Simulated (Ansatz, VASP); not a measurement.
# One calculation of Cu, two programs

INCAR

```
SYSTEM = Cu
  PREC = Accurate
  ENCUT = 520
  EDIFF = 1E-6
  ISMEAR = 1
  SIGMA = 0.15
  LREAL = .FALSE.
  LASPH = .TRUE.
  NELM = 80
  ALGO = Normal
  ISIF = 2
  LWAVE = .FALSE.
  LCHARG = .TRUE.
  GGA = CA
  LELF = .TRUE.
  LVHAR = .TRUE.
  NBANDS = 12
```

Contents of KPOINTS:

```
Automatic mesh
0
G
  14 14 14
  0 0 0
```

File POSCAR:

```
Cu
1.0
    0.0000000000      1.8075000000      1.8075000000
    1.8075000000      0.0000000000      1.8075000000
    1.8075000000      1.8075000000      0.0000000000
Cu
1
Direct
    0.0000000000      0.0000000000      0.0000000000
```

Input for Ansatz:

```yaml
crystal:
  lattice:
    - [0.0, 1.8075, 1.8075]
    - [1.8075, 0.0, 1.8075]
    - [1.8075, 1.8075, 0.0]
  atoms:
    - { symbol: Cu, position: [0.0, 0.0, 0.0] }
basis:
  ecutwfc: 421.77648681281397
kpoints:
  mp_grid:
    grid: [14, 14, 14]
hamiltonian:
  xc: lda
scf:
  occupations:
    method: methfessel_paxton
    width: 0.15
output:
  stress: true
```

Alike in both runs: task single point; functional LDA; k mesh 14 × 14 × 14; occupations methfessel-paxton of order 1, width 0.15 eV; no spin polarisation.

|  | VASP | Ansatz |
| --- | --- | --- |
| version | VASP 6.6.1 | Ansatz 0.2.0 |
| potentials or method | VASP PAW LDA potentials, release 64 (Cu), cutoff 520 eV | plane waves, PAW |
| valence electrons in the cell | 11 | 19 |

|  | VASP | Ansatz | Ansatz less VASP |
| --- | --- | --- | --- |
| pressure (GPa) | -11.7 | -12.5 | -0.80 |

LDA's correlation is that of Perdew and Zunger in VASP and of Perdew and Wang (1992) in Ansatz. VASP's potentials hold 11 valence electrons a cell and Ansatz's 19, so a difference there can come from the potentials and not from the codes.
